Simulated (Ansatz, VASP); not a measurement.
**Two plane-wave programs on Ti3Al5**

POSCAR

```
Ti3Al5
1.0
    3.7033725143      0.0000000000      0.0000000000
    0.0000000000      3.7033725143      0.0000000000
    0.0000000000      0.0000000000      8.1168086449
Ti Al
3 5
Direct
    0.0000000000      0.0000000000      0.5000000000
    0.5000000000      0.5000000000      0.0000000000
    0.5000000000      0.5000000000      0.5000000000
    0.0000000000      0.5000000000      0.2513308222
    0.0000000000      0.5000000000      0.7486691778
    0.5000000000      0.0000000000      0.2513308222
    0.5000000000      0.0000000000      0.7486691778
    0.0000000000      0.0000000000      0.0000000000
```

INCAR.step1

```
SYSTEM = Ti3Al5
PREC = Accurate
ENCUT = 520
ISMEAR = 0
SIGMA = 0.15
LREAL = .False.
LASPH = .True.
NELM = 100
NBANDS = 36
GGA = PE
ALGO = Normal
EDIFF = 1E-4
LWAVE = .True.
LCHARG = .False.
```

The input INCAR.step2:

```
SYSTEM = Ti3Al5
PREC = Accurate
ENCUT = 520
EDIFF = 1E-6
ISMEAR = 0
SIGMA = 0.15
LREAL = .False.
LASPH = .True.
NELM = 100
ALGO = Normal
ISIF = 2
LWAVE = .False.
LCHARG = .False.
METAGGA = R2SCAN
LMIXTAU = .True.
NBANDS = 36
ISTART = 1
```

The input KPOINTS:

```
Automatic mesh
0
Gamma
  10 10 6
  0 0 0
```

Input for Ansatz:

```yaml
crystal:
  lattice:
    - [3.7033725143, 0.0, 0.0]
    - [0.0, 3.7033725143, 0.0]
    - [0.0, 0.0, 8.1168086449]
  atoms:
    - { symbol: Ti, position: [0.0, 0.0, 0.5] }
    - { symbol: Ti, position: [0.5, 0.5, 0.0] }
    - { symbol: Ti, position: [0.5, 0.5, 0.5] }
    - { symbol: Al, position: [0.0, 0.5, 0.2513308222] }
    - { symbol: Al, position: [0.0, 0.5, 0.7486691778] }
    - { symbol: Al, position: [0.5, 0.0, 0.2513308222] }
    - { symbol: Al, position: [0.5, 0.0, 0.7486691778] }
    - { symbol: Al, position: [0.0, 0.0, 0.0] }
basis:
  ecutwfc: 500
kpoints:
  mp_grid: { grid: [10, 10, 6] }
hamiltonian:
  xc: r2scan
scf:
  occupations: { method: gaussian, width: 0.15 }
output:
  forces: true
  stress: true
  eigenvalues: true
```

Change from the starting cell: strain -0.050 along x and y, -0.025 along z, atoms carried along.

Alike in both runs: task single point; functional r2SCAN; k mesh 10 × 10 × 6; occupations gaussian, width 0.15 eV; no spin polarisation.

|  | VASP | Ansatz |
| --- | --- | --- |
| version | VASP 6.6.1 | Ansatz 0.2.0 |
| potentials or method | VASP PAW PBE potentials, release 64 (Ti_sv, Al), cutoff 520 eV | scalar-relativistic, plane waves, PAW |
| valence electrons in the cell | 51 | 51 |

```csv
,VASP,Ansatz,Ansatz less VASP
gap on the k mesh at the Fermi level (eV),none,none,-
pressure (GPa),19.5,19.4,-0.06
"traceless stress, the component that is largest in VASP (GPa)",-3.70,-3.67,+0.028
rms of the force components (eV/Å),0.083,0.077,-0.0068
```

VASP's potentials were made for PBE, not for r2SCAN. Atom by atom the forces differ by 0.007 eV/Å (rms over components). A gap of «none» marks a metal or a gap that the smearing closes. With one functional, cell and mesh, what is left measures potentials, basis and numerics.
